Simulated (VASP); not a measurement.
Mn:

```xyz
1
Lattice="-1.3058 1.3058 1.9866 1.3058 -1.3058 1.9866 1.3058 1.3058 -1.9866" Properties=species:S:1:pos:R:3 pbc="T T T"
Mn    0.0000    0.0000    0.0000
```

| Property | Result |
| --- | --- |
| Program | VASP 6.6.1 |
| Task | relaxation of cell and atoms |
| Functional | r2SCAN |
| Potentials or basis | VASP PAW PBE potentials, release 64 (Mn_pv) |
| Cutoff | 600 eV |
| k mesh | 10 × 10 × 10 |
| Occupations | gaussian, width 0.1 eV |
| Spin | collinear spin, ferromagnetic start |
| Starting moments | [3.95] μB |

At the start: pressure 15.7 GPa; volume 13.55 Å³/atom.

Question: Where does the relaxation end?

Answer: Over 12 steps the energy falls by 85.2 meV/atom and the volume is 15.22 Å³/atom (+12.3 %); space group Fm-3m (No. 225, to 0.05 Å); moment 3.75 μB per cell.

Step by step:
| step | energy change (eV) | largest force (eV/Å) | pressure (GPa) | volume (Å³) |
| --- | --- | --- | --- | --- |
| 1 | 0.0000 | 0.0000 | 15.73 | 13.55 |
| 2 | -0.0612 | 0.0000 | -4.15 | 16.33 |
| 3 | -0.0793 | 0.0000 | -0.56 | 15.32 |
| 4 | -0.0794 | 0.0000 | -0.18 | 15.26 |
| 5 | -0.0794 | 0.0000 | 0.05 | 15.22 |
| 6 | -0.0804 | 0.0000 | 0.03 | 15.22 |
| 7 | -0.0833 | 0.0000 | 0.13 | 15.20 |
| 8 | -0.0848 | 0.0000 | 0.55 | 15.14 |
| 9 | -0.0851 | 0.0000 | 0.47 | 15.15 |
| 10 | -0.0851 | 0.0000 | 0.43 | 15.16 |
| 11 | -0.0848 | 0.0000 | -0.86 | 15.36 |
| 12 | -0.0852 | 0.0000 | 0.01 | 15.22 |

Final structure:
```yaml
crystal:
  lattice:
    - [-1.39118, 1.39118, 1.96612]
    - [1.39118, -1.39118, 1.96612]
    - [1.39118, 1.39118, -1.96612]
  atoms:
    - { symbol: Mn, position: [0.00000, 0.00000, 0.00000] }
```

Caveat: the PAW data sets were made with another functional, which shifts forces and pressure a little.
